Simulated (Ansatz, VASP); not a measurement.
AlN: VASP beside Ansatz

```
Al N
1.0
     2.02262   -2.02262    0.00000
     2.02262    0.00000   -2.02262
     8.49501    7.68596    8.09048
Al N
6 6
Direct
  0.60833 0.66667 0.29167
  0.97500 0.00000 0.12500
  0.24167 0.33333 0.45833
  0.50833 0.66667 0.79167
  0.87500 0.00000 0.62500
  0.14167 0.33333 0.95833
  0.92500 0.00000 0.37500
  0.29167 0.33333 0.20833
  0.55833 0.66667 0.54167
  0.82500 0.00000 0.87500
  0.19167 0.33333 0.70833
  0.65833 0.66667 0.04167
```

Alike in both runs: task single point; functional PBEsol; k mesh 9 × 9 × 2; occupations gaussian, width 0.05 eV; no spin polarisation.

```csv
,VASP,Ansatz
version,VASP 6.6.1,Ansatz 0.2.0
potentials or method,"VASP PAW PBE potentials, release 64 (Al, N), cutoff 520 eV","scalar-relativistic, plane waves, PAW"
valence electrons in the cell,48,48
```

Ansatz gave:

```
gap on the k mesh at the Fermi level (eV)                     : 4.18
least direct gap on the mesh (eV)                             : 5.10
pressure (GPa)                                                : 4.7
traceless stress, the component that is largest in VASP (GPa) : 7.94
rms of the force components (eV/Å)                            : 1.249
```

Task: What did VASP give for the same quantities?

Result: gap on the k mesh at the Fermi level (eV): 4.17; least direct gap on the mesh (eV): 5.11; pressure (GPa): 4.7; traceless stress, the component that is largest in VASP (GPa): 8.09; rms of the force components (eV/Å): 1.268.

VASP's potentials were made for PBE, not for PBEsol. Atom by atom the forces differ by 0.020 eV/Å (rms over components).
